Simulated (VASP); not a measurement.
# AlN (Cm) in VASP: further runs, part 2 of 2

VASP 6.6.1. Earlier steps stand in the parts before.

### Step 3. Single point, PBE (atom 1 (Al) moved by -0.126 Å along [1 1 0] and -0.126 Å along [0 0 1])

Contents of INCAR:

```
ALGO = Normal
EDIFF = 1E-6
ENCUT = 520
GGA = PE
ISIF = 2
ISMEAR = 0
LASPH = T
LCHARG = T
LELF = T
LREAL = F
LVHAR = T
LWAVE = F
NBANDS = 26
NELM = 100
PREC = Accurate
SIGMA = 0.05
```

Contents of KPOINTS:

```
k-points
0
Gamma
  6 6 6
```

Contents of POSCAR:

```
AlN
1.0
    4.4025164325      0.0000000000      0.0000000000
    0.0000000000     -4.4025164325      0.0000000000
    0.0000000000      0.0000000000     -4.4025164325
Al N
4 4
Direct
   -0.0202373928      0.0286199954     -0.0202373928
    0.5000000000      0.5000000000      0.0000000000
    0.5000000000      0.0000000000      0.5000000000
    0.0000000000      0.5000000000      0.5000000000
    0.7500000000      0.7500000000      0.7500000000
    0.2500000000      0.2500000000      0.7500000000
    0.2500000000      0.7500000000      0.2500000000
    0.7500000000      0.2500000000      0.2500000000
```

Potentials or basis: VASP PAW PBE potentials, release 64 (Al, N).

Command:

```
cat potpaw_PBE.64/Al/POTCAR potpaw_PBE.64/N/POTCAR > POTCAR
mpirun -np 1 vasp_std > vasp.out
```

Wall time 61 s (1 thread of Intel Xeon 6975P-C (Granite Rapids), shared host); peak memory 0.26 GiB.

It converged, with:

| Quantity | Value |
| --- | --- |
| Free energy | -59.1193 eV |
| Pressure | 0.7 GPa |
| Largest force | 2.834 eV/Å |
| Band gap on the k mesh | 2.45 eV |

Forces on the atoms (eV/Å):
```
Al   1.290  2.169 -1.290
Al  -0.442 -0.608 -0.313
Al  -0.437  0.430  0.437
Al   0.313 -0.608  0.442
N   -0.189 -0.074  0.189
N    0.228 -0.453  0.411
N   -0.352 -0.403  0.352
N   -0.411 -0.453 -0.228
```

Stress tensor (GPa, compression positive):
```
 0.83 -0.65  1.46
-0.65  0.34  0.65
 1.46  0.65  0.83
```

Levels at points of the mesh, in eV from the valence-band top:
| k point | band 12 | band 13 | band 14 | band 15 | band 16 | band 17 | band 18 | band 19 | band 20 | band 21 |
| --- | --- | --- | --- | --- | --- | --- | --- | --- | --- | --- |
| (0.00, 0.00, 0.00) | -1.95 | -1.81 | -0.24 | -0.22 | 0.00 | 2.45 | 3.30 | 3.41 | 3.87 | 8.20 |
| (0.50, 0.00, 0.00) | -2.50 | -1.39 | -1.32 | -1.01 | -0.87 | 5.00 | 5.77 | 6.00 | 6.02 | 9.68 |
| (0.00, 0.50, 0.00) | -2.56 | -1.50 | -1.38 | -0.96 | -0.80 | 5.02 | 5.86 | 5.88 | 6.04 | 9.65 |
| (0.50, 0.50, 0.00) | -2.16 | -1.06 | -0.78 | -0.59 | -0.45 | 6.78 | 7.60 | 7.74 | 7.81 | 8.63 |
| (0.50, 0.00, 0.50) | -2.20 | -1.13 | -0.87 | -0.54 | -0.36 | 6.78 | 7.65 | 7.72 | 7.77 | 8.60 |
| (0.50, 0.50, 0.50) | -0.76 | -0.72 | -0.46 | -0.43 | -0.17 | 6.84 | 6.84 | 6.92 | 7.04 | 8.78 |

Caveat: the cell differs from its parent crystal (atom 1 (Al) moved by -0.126 Å along [1 1 0] and -0.126 Å along [0 0 1]); forces of over 1 eV/Å act on the atoms, so gaps and moduli don't describe the material at rest.

### Step 4. Single point, PBE (atom 1 (Al) moved by -0.126 Å along [1 1 0] and +0.126 Å along [0 0 1])

Contents of INCAR:

```
SYSTEM = AlN
  PREC = Accurate
  ENCUT = 520
  EDIFF = 1E-7
  ISMEAR = 0
  SIGMA = 0.05
  LREAL = .FALSE.
  LASPH = .TRUE.
  NELM = 60
  ALGO = Normal
  ISIF = 2
  LWAVE = .FALSE.
  LCHARG = .FALSE.
  GGA = PE
  NBANDS = 26
```

Contents of KPOINTS:

```
Automatic mesh
0
G
  6 6 6
  0 0 0
```

POSCAR: that of step 3 with these lines changed.

```diff
@@ -8,3 +8,3 @@
 Direct
-   -0.0202373928      0.0286199954     -0.0202373928
+   -0.0202373928     -0.0286199954     -0.0202373928
     0.5000000000      0.5000000000      0.0000000000
```

Command:

```
cat potpaw_PBE.64/Al/POTCAR potpaw_PBE.64/N/POTCAR > POTCAR
mpirun -np 1 vasp_std > vasp.out
```

Wall time 65 s (1 thread of Intel Xeon 6975P-C (Granite Rapids), shared host); peak memory 0.26 GiB.

It converged, with:

```
Free energy            : -59.0121 eV
Pressure               : 1.1 GPa
Largest force          : 4.680 eV/Å
Band gap on the k mesh : 2.88 eV
```

Forces on the atoms (eV/Å):
```
Al   2.512 -3.046 -2.512
Al  -0.412  0.587 -0.282
Al  -0.408 -0.408  0.408
Al   0.282  0.587  0.412
N   -1.459  1.463  1.459
N   -0.327  0.378 -0.062
N   -0.250  0.061  0.250
N    0.062  0.378  0.327
```

Stress tensor (GPa, compression positive):
```
 1.30 -2.42 -2.78
-2.42  0.80  2.42
-2.78  2.42  1.30
```

Levels at points of the mesh, in eV from the valence-band top:
```
           k point  band 13  band 14  band 15  band 16  band 17  band 18  band 19  band 20
(0.00, 0.00, 0.00)    -1.75    -0.20    -0.05     0.00     2.88     2.99     3.38     4.08
(0.50, 0.00, 0.00)    -1.28    -1.23    -0.95    -0.83     5.44     5.53     5.74     6.38
(0.00, 0.50, 0.00)    -1.40    -1.30    -0.89    -0.75     5.48     5.63     5.63     6.37
(0.50, 0.50, 0.00)    -0.87    -0.79    -0.58    -0.33     7.28     7.31     7.49     8.14
(0.50, 0.00, 0.50)    -0.97    -0.86    -0.50    -0.26     7.27     7.36     7.45     8.13
(0.50, 0.50, 0.50)    -0.53    -0.46    -0.29    -0.20     6.80     7.03     7.05     7.08
```

Caveat: the cell differs from its parent crystal (atom 1 (Al) moved by -0.126 Å along [1 1 0] and +0.126 Å along [0 0 1]); forces of over 1 eV/Å act on the atoms, so gaps and moduli don't describe the material at rest. A k mesh can miss the band edges.

### Step 5. Single point, PBE (atom 1 (Al) moved by -0.378 Å along [1 1 0] and +0.126 Å along [0 0 1])

Contents of INCAR:

```
SYSTEM = AlN
PREC = Accurate ; ENCUT = 520
EDIFF = 1E-6 ; ISMEAR = 0
SIGMA = 0.05 ; LREAL = .FALSE.
LASPH = .TRUE. ; NELM = 100
ALGO = Normal ; ISIF = 2
LWAVE = .FALSE. ; LCHARG = .FALSE.
GGA = PE ; NBANDS = 26
```

KPOINTS is that of step 4.

POSCAR: that of step 4 with these lines changed.

```diff
@@ -8,3 +8,3 @@
 Direct
-   -0.0202373928     -0.0286199954     -0.0202373928
+   -0.0607121785     -0.0286199954     -0.0607121785
     0.5000000000      0.5000000000      0.0000000000
```

Command:

```
cat potpaw_PBE.64/Al/POTCAR potpaw_PBE.64/N/POTCAR > POTCAR
mpirun -np 1 vasp_std > vasp.out
```

It took 59 s on 1 thread of Intel Xeon 6975P-C (Granite Rapids), shared host; peak memory 0.26 GiB.

It converged, with:

| Property | Result |
| --- | --- |
| Free energy | -57.0477 eV |
| Pressure | 7.9 GPa |
| Largest force | 15.248 eV/Å |
| Band gap on the k mesh | 2.02 eV (least direct gap 2.03 eV) |

Forces on the atoms (eV/Å):
```
Al   8.983 -8.433 -8.983
Al  -1.188  0.538 -0.822
Al  -1.292 -0.329  1.292
Al   0.822  0.538  1.188
N   -6.017  6.782  6.017
N   -0.635  0.466  0.136
N   -0.537 -0.028  0.537
N   -0.136  0.466  0.635
```

Stress tensor (GPa, compression positive):
```
  6.26 -10.02  -9.07
-10.02  11.11  10.02
 -9.07  10.02   6.26
```

Levels at points of the mesh, in eV from the valence-band top:
| k point | band 12 | band 13 | band 14 | band 15 | band 16 | band 17 | band 18 | band 19 | band 20 | band 21 |
| --- | --- | --- | --- | --- | --- | --- | --- | --- | --- | --- |
| (0.00, 0.00, 0.00) | -1.93 | -1.87 | -0.47 | -0.23 | -0.01 | 2.02 | 2.69 | 2.95 | 4.27 | 7.76 |
| (0.50, 0.00, 0.00) | -2.57 | -1.89 | -1.79 | -0.99 | -0.65 | 4.62 | 5.11 | 5.38 | 6.56 | 9.06 |
| (0.00, 0.50, 0.00) | -2.33 | -1.53 | -1.37 | -1.18 | -0.97 | 4.36 | 5.19 | 5.42 | 6.59 | 9.11 |
| (0.50, 0.50, 0.00) | -2.33 | -1.58 | -1.38 | -0.66 | -0.15 | 6.23 | 7.00 | 7.02 | 8.03 | 8.08 |
| (0.50, 0.00, 0.50) | -2.04 | -1.20 | -1.05 | -0.96 | -0.38 | 6.34 | 6.87 | 7.09 | 8.08 | 8.23 |
| (0.50, 0.50, 0.50) | -0.91 | -0.63 | -0.57 | -0.31 | 0.00 | 5.99 | 6.55 | 6.70 | 6.82 | 8.31 |

Caveat: the cell differs from its parent crystal (atom 1 (Al) moved by -0.378 Å along [1 1 0] and +0.126 Å along [0 0 1]); the cell stands under pressure; forces of over 1 eV/Å act on the atoms, so gaps and moduli don't describe the material at rest. A k mesh can miss the band edges.

### Step 6. Summary

```tsv
cell	gap on the mesh (eV)	pressure (GPa)	largest force (eV/Å)
as given, atomic positions A	1.55	44.4	72.49
as given, atomic positions B	2.45	0.7	2.83
as given, atomic positions C	2.88	1.1	4.68
as given, atomic positions D	2.02	7.9	15.25
```

Alike in all rows: task single point; level PBE; potentials or basis VASP PAW PBE potentials, release 64 (Al, N); no spin polarisation; k mesh 6 × 6 × 6; cutoff (eV) 520; smearing gaussian 0.05 eV.

Caveats: forces of over 1 eV/Å act on the atoms, so gaps and moduli don't describe the material at rest; the cell stands under pressure (at least some runs); atoms lie so close that the PAW spheres overlap strongly, which falsifies energies and pressures (at least some runs).

Absolute energies hang on the potentials; compare differences alone.
